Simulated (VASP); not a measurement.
Set up this calculation in VASP 6.6.1, as the native input.

```
Task                   : relaxation of cell and atoms
Functional             : PBE
Potentials or basis    : VASP PAW PBE potentials, release 64 (Bi_d, Ru_pv)
Cutoff                 : 500 eV
k mesh                 : 4 × 4 × 4
Occupations            : gaussian, width 0.1 eV
Spin                   : no spin polarisation
Dipole correction      : no
Further INCAR settings : ALGO = Normal; EDIFF = 1e-07; IBRION = 2; EDIFFG = -0.04; NSW = 90; ISIF = 3
```

The structure of BiRu3 lies in POSCAR:

```
BiRu3
1.0
    4.0833908303      0.0000000000      0.0000000000
    0.0000000000      4.0833908303      0.0000000000
    0.0000000000      0.0000000000      4.0833908303
Bi Ru
1 3
Direct
    0.0000000000      0.0000000000      0.0000000000
    0.0000000000      0.5000000000      0.5000000000
    0.5000000000      0.0000000000      0.5000000000
    0.5000000000      0.5000000000      0.0000000000
```

One way to write it, as run:

INCAR

```
SYSTEM = BiRu3
PREC     = Accurate       ! precision mode
ENCUT    = 500            ! plane-wave cutoff, eV
EDIFF    = 1E-7           ! SCF threshold, eV
ISMEAR   = 0              ! smearing method
SIGMA    = 0.1            ! smearing width, eV
LREAL    = .FALSE.        ! projectors in reciprocal space
LASPH    = .TRUE.         ! aspherical terms in the spheres
NELM     = 120            ! most SCF steps
ALGO     = Normal         ! electronic algorithm
ISIF     = 3              ! what is computed and relaxed
LWAVE    = .FALSE.        ! write WAVECAR
LCHARG   = .FALSE.        ! write CHGCAR
GGA      = PE             ! functional
IBRION   = 2              ! ionic algorithm
NSW      = 90             ! ionic steps
EDIFFG   = -0.04          ! ionic threshold
GGA_COMPAT= .FALSE.      
NELMIN   = 4
```

KPOINTS

```
Automatic mesh
0
G
  4 4 4
  0 0 0
```

Potentials or basis: VASP PAW PBE potentials, release 64 (Bi_d, Ru_pv).

Launch:

```bash
$ cat potpaw_PBE.64/Bi_d/POTCAR potpaw_PBE.64/Ru_pv/POTCAR > POTCAR
$ mpirun -np 1 vasp_std > vasp.out
```

Results of the run:

* Relaxed volume: 16.38 Å³/atom
* Relaxed cell: a = 4.031 Å, b = 4.031 Å, c = 4.031 Å, α = 90.00°, β = 90.00°, γ = 90.00°
* Space group after relaxing (to 0.1 Å): Pm-3m (No. 221)
* Energy gained by relaxing: 14.5 meV/atom
* Ionic steps: 3
* Pressure after relaxing: -0.1 GPa
* Band gap on the k mesh: zero (an odd number of electrons rules out a gap without spin polarisation)

Caveat: the k points lie up to 0.39 Å⁻¹ apart in the final cell, too coarse for converged energies and pressures of a metal; spin-orbit coupling is left out, which moves the levels of the heavy elements.

It took 30 s on 1 thread of Intel(R) Xeon(R) 6975P-C (Granite Rapids) (shared host), peak memory 0.17 GiB.
